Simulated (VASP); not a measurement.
# H4O in VASP: a series of runs, part 2 of 2

VASP 6.6.1. The steps go on from the part before.

## 3. Single point, PBE+D3(BJ)

This run uses another cell than the first one, of 3.88 Å³/atom.

The input, INCAR:

```
ALGO = Normal
EDIFF = 1E-6
ENCUT = 520
GGA = PE
ISIF = 2
ISMEAR = -1
IVDW = 12
LASPH = T
LCHARG = F
LREAL = Auto
LWAVE = F
NBANDS = 36
NELM = 100
PREC = Accurate
SIGMA = 0.02
```

The input, KPOINTS:

```
k-points
0
Gamma
  1 1 1
```

The input, POSCAR:

```
H4O
1.0
    4.2662290000      0.0000000000      0.0000000000
    0.0000000000      4.2662290000      0.0000000000
    0.0000000000      0.0000000000      4.2662290000
O H
4 16
Direct
    0.2004580626      0.5215378734      0.8718238051
    0.6849608870      0.2946161587      0.2156940005
    0.2433530877      0.0514037104      0.5386724435
    0.7176126739      0.8051841568      0.7472172731
    0.2327113711      0.6645681702      0.4629146724
    0.2985775025      0.3589586963      0.7321454146
    0.7028220942      0.3258381114     -0.0834460597
    0.6847968077      0.0464110108      0.1948324856
    0.0034691059      0.0236508636      0.5549397372
    0.2745984803      0.0307062748      0.2952490361
    0.5083412072      0.7149405248      0.7559837974
    0.8757617090      0.6283769577      0.7984100244
    0.2236635680      0.4959883776      0.1129803393
    0.1798309467      0.4579454127      0.4246841883
    0.6856406442      0.7906982958      0.3290493783
    0.6996108273      0.7347003642      0.1423270996
    0.2145688851     -0.0083914858     -0.1018229448
    0.1332089768      0.0728043431      0.0578496841
    0.7050254452      0.2725357687      0.7124090151
    0.6809057835      0.2726295283      0.4834480287
```

Potentials or basis: VASP PAW PBE potentials, release 64 (O, H).

The run is started by

```sh
$ cat potpaw_PBE.64/O/POTCAR potpaw_PBE.64/H/POTCAR > POTCAR
$ mpirun -np 1 vasp_gam > vasp.out
```

OUTCAR:

```text
EDIFF = 1E-6
   ENCUT = 520
   GGA = PE
   ISIF = 2
   ISMEAR = -1
   IVDW = 12
   LASPH = T
   LREAL = Auto
   NELM = 100
   PREC = Accurate
 IVDW          = 12

 ion  position               nearest neighbor table
   1  0.200  0.522  0.872-   6 1.01  13 1.04
   2  0.685  0.295  0.216-   8 1.06  20 1.15   7 1.29
   3  0.243  0.051  0.539-   9 1.03  10 1.05
   4  0.718  0.805  0.747-  11 0.97  12 1.04
[... 264 lines left out ...]
  -------------------------------------------------------------------------------------
  Total      12.26589     6.81116     0.44991    -0.35566    -2.25766     0.01583
  in kB     253.09131   140.53985     9.28331    -7.33865   -46.58396     0.32660
  external pressure =      134.30 kB  Pullay stress =        0.00 kB

 VOLUME and BASIS-vectors are now :
 -----------------------------------------------------------------------------
  energy-cutoff  :      520.00
  volume of cell :       77.65
      direct lattice vectors                 reciprocal lattice vectors
     4.266229000  0.000000000  0.000000000     0.234399044  0.000000000  0.000000000
     0.000000000  4.266229000  0.000000000     0.000000000  0.234399044  0.000000000
     0.000000000  0.000000000  4.266229000     0.000000000  0.000000000  0.234399044

 POSITION                                       TOTAL-FORCE (eV/Angst)
 -----------------------------------------------------------------------------------
      0.85520      2.22500      3.71940         0.123510      0.290165      1.856506
      2.92220      1.25690      0.92020         0.742099     -0.176026     -0.138227
      1.03820      0.21930      2.29810        -2.355722     -1.036714     -1.699039
      3.06150      3.43510      3.18780         1.239795      0.412155     -0.454062
      0.99280      2.83520      1.97490        -0.684957     -1.885001     -0.573354
      1.27380      1.53140      3.12350        -0.558210     -0.130549      0.870907
[... 12 lines left out ...]
      3.00780      1.16270      3.03930         0.043173     -0.232153     -0.230267
      2.90490      1.16310      2.06250         0.191652      0.888895     -0.251954
 -----------------------------------------------------------------------------------
    total drift:                               -0.004697      0.001147      0.000467

  FREE ENERGIE OF THE ION-ELECTRON SYSTEM (eV)
  ---------------------------------------------------
  free  energy   TOTEN  =       -87.3478407326 eV

  energy  without entropy=      -87.3478407326  energy(sigma->0) =      -87.34784073
```

OSZICAR:

```text
N       E                     dE             d eps       ncg     rms          rms(c)
DAV:   1     0.232158937192E+03    0.23216E+03   -0.23281E+04    72   0.109E+03
DAV:   2    -0.710932280797E+02   -0.30325E+03   -0.29002E+03    88   0.281E+02
DAV:   3    -0.884627599885E+02   -0.17370E+02   -0.17275E+02    88   0.651E+01
DAV:   4    -0.885877629647E+02   -0.12500E+00   -0.12497E+00    88   0.598E+00
DAV:   5    -0.885882407944E+02   -0.47783E-03   -0.47783E-03    84   0.373E-01    0.128E+01
DAV:   6    -0.857766057447E+02    0.28116E+01   -0.47091E+00    80   0.154E+01    0.579E+00
DAV:   7    -0.855905260681E+02    0.18608E+00   -0.68359E-01    76   0.464E+00    0.323E+00
DAV:   8    -0.855484361593E+02    0.42090E-01   -0.16255E-01    80   0.260E+00    0.438E-01
DAV:   9    -0.855466430505E+02    0.17931E-02   -0.16543E-02    76   0.888E-01    0.217E-01
DAV:  10    -0.855477921711E+02   -0.11491E-02   -0.41344E-03    80   0.383E-01    0.117E-01
DAV:  11    -0.855478670025E+02   -0.74831E-04   -0.40003E-04    84   0.150E-01    0.293E-02
DAV:  12    -0.855479076059E+02   -0.40603E-04   -0.10431E-04    80   0.660E-02    0.150E-02
DAV:  13    -0.855479115985E+02   -0.39926E-05   -0.90822E-06    84   0.204E-02    0.412E-03
DAV:  14    -0.855479118499E+02   -0.25138E-06   -0.10995E-06    56   0.819E-03
   1 F= -.87347841E+02 E0= -.87347841E+02  d E =-.612173E-12
```

Wall time 8.7 s (1 thread of Intel Xeon Platinum 8375C at 2.90GHz (Ice Lake), shared host); peak memory 0.23 GiB.

Results:

* Free energy: -87.3478 eV
* Pressure: 13.4 GPa
* Largest force: 3.084 eV/Å
* Dispersion energy per atom: -0.090 eV

Forces in eV/Å, atoms in the order of the input:
```
O    0.124  0.290  1.857
O    0.742 -0.176 -0.138
O   -2.356 -1.037 -1.699
O    1.240  0.412 -0.454
H   -0.685 -1.885 -0.573
H   -0.558 -0.131  0.871
H   -0.150 -0.165  0.605
H    0.193 -0.188 -0.088
H    0.644  0.085  0.112
H   -0.550  0.629 -0.514
H   -0.799 -0.026  0.145
H    0.007  0.355 -0.462
H    0.074 -0.125  0.294
H    0.675  1.601 -0.654
H    0.282 -0.132  0.987
H   -0.057  0.059 -0.415
H    0.259 -0.217  0.368
H    0.680 -0.007  0.240
H    0.043 -0.232 -0.230
H    0.192  0.889 -0.252
```

Levels at points of the mesh, in eV from the Fermi level:
```tsv
k point	band 18	band 19	band 20	band 21	band 22	band 23
(0.00, 0.00, 0.00)	-1.75	-1.03	-0.57	9.10	9.78	10.20
```

Caveat: the k points lie up to 1.47 Å⁻¹ apart; the atoms stand as in a frame of molecular dynamics.

## 4. Single point, PBE+D3(BJ)

This run uses another cell than the first one, of 3.55 Å³/atom.

The input, INCAR:

```
ALGO = Normal ; EDIFF = 1E-7
ENCUT = 520 ; GGA = PE
ISIF = 2 ; ISMEAR = -1
IVDW = 12 ; LASPH = T
LCHARG = F ; LREAL = Auto
LWAVE = F ; NBANDS = 36
NELM = 60 ; PREC = Accurate
SIGMA = 0.02
```

KPOINTS is that of step 3.

The input, POSCAR:

```
H4O
1.0
    4.1424120000      0.0000000000      0.0000000000
    0.0000000000      4.1424120000      0.0000000000
    0.0000000000      0.0000000000      4.1424120000
O H
4 16
Direct
    0.1978316015      0.5468070293      0.9402010230
    0.6968886726      0.2943937011      0.1895031204
    0.2065221905      0.0147981418      0.4668536109
    0.6916260382      0.7924127296      0.6794833541
    0.1927620913      0.5814245420      0.4795032459
    0.1459777540      0.2830476544      0.9111841121
    0.6316126933      0.3124749542     -0.0639965315
    0.6939676691      0.0279064468      0.2119538086
   -0.0089802753     -0.0936893771      0.5389613587
    0.2084534324      0.0349071990      0.2190994039
    0.4780065334      0.8808394723      0.5738685577
    0.6519872963      0.5389854993      0.6714686999
    0.2006801834      0.5412064276      0.1936794312
    0.1952485653      0.3784992898      0.4475170505
    0.6955609437      0.7309509532      0.2419121999
    0.6788315600      0.7732692933      0.0320586171
    0.1734496714     -0.1553925587     -0.0865920628
    0.2002939350      0.0540264947     -0.0536402463
    0.6870151979      0.2791610299      0.6957299274
    0.6447451388      0.3070674766      0.4734439742
```

The run is started by

```sh
$ cat potpaw_PBE.64/O/POTCAR potpaw_PBE.64/H/POTCAR > POTCAR
$ mpirun -np 1 vasp_gam > vasp.out
```

It took 8.8 s on 1 thread of Intel Xeon Platinum 8375C at 2.90GHz (Ice Lake), shared host; peak memory 0.23 GiB.

The run converged. Its results:

* Free energy: -88.1501 eV
* Pressure: 21.8 GPa
* Largest force: 1.728 eV/Å
* Dispersion energy per atom: -0.097 eV

Forces in eV/Å, atoms in the order of the input:
```
O   -0.847 -0.291 -1.442
O   -0.738 -0.477  1.002
O   -0.690  0.923 -0.170
O    0.520  0.484 -0.139
H    0.050  0.651  0.411
H    0.362  1.230  0.083
H    0.404 -0.027  0.150
H    0.141 -0.568 -0.777
H   -0.552  0.123  0.009
H   -0.279 -0.455 -0.187
H    0.310 -0.036  0.486
H    0.672  0.843  0.160
H   -0.086 -0.131  0.546
H   -0.156 -0.360  0.364
H   -0.010  0.267  0.450
H    0.149  0.258 -0.333
H    0.045 -1.727 -0.036
H    0.149  0.680 -0.215
H   -0.007 -1.141  0.125
H    0.562 -0.247 -0.487
```

Stress tensor (GPa, compression positive):
```
39.09 -1.77  1.14
-1.77 11.41 -4.34
 1.14 -4.34 14.89
```

Levels at points of the mesh, in eV from the Fermi level:
| k point | band 17 | band 18 | band 19 | band 20 | band 21 | band 22 | band 23 | band 24 |
| --- | --- | --- | --- | --- | --- | --- | --- | --- |
| (0.00, 0.00, 0.00) | -3.16 | -2.70 | -2.46 | -0.60 | 9.97 | 10.05 | 10.40 | 10.91 |

Caveat: the k points lie up to 1.52 Å⁻¹ apart; the atoms stand as in a frame of molecular dynamics.

## 5. Overview

| cell | pressure (GPa) | largest force (eV/Å) |
| --- | --- | --- |
| a = 4.404 Å, 20 atoms, atomic positions A | 23.0 | 2.45 |
| a = 4.266 Å, 20 atoms, atomic positions B | 13.4 | 3.08 |
| a = 4.142 Å, 20 atoms, atomic positions C | 21.8 | 1.73 |

Alike in all rows: task single point; level PBE+D3(BJ); potentials or basis VASP PAW PBE potentials, release 64 (O, H); no spin polarisation; k mesh 1 × 1 × 1; cutoff (eV) 520; smearing fermi-dirac 0.02 eV.

Caveats: all runs use coarse meshes; the atoms stand as in a frame of molecular dynamics.

Absolute energies hang on the potentials; compare differences alone.
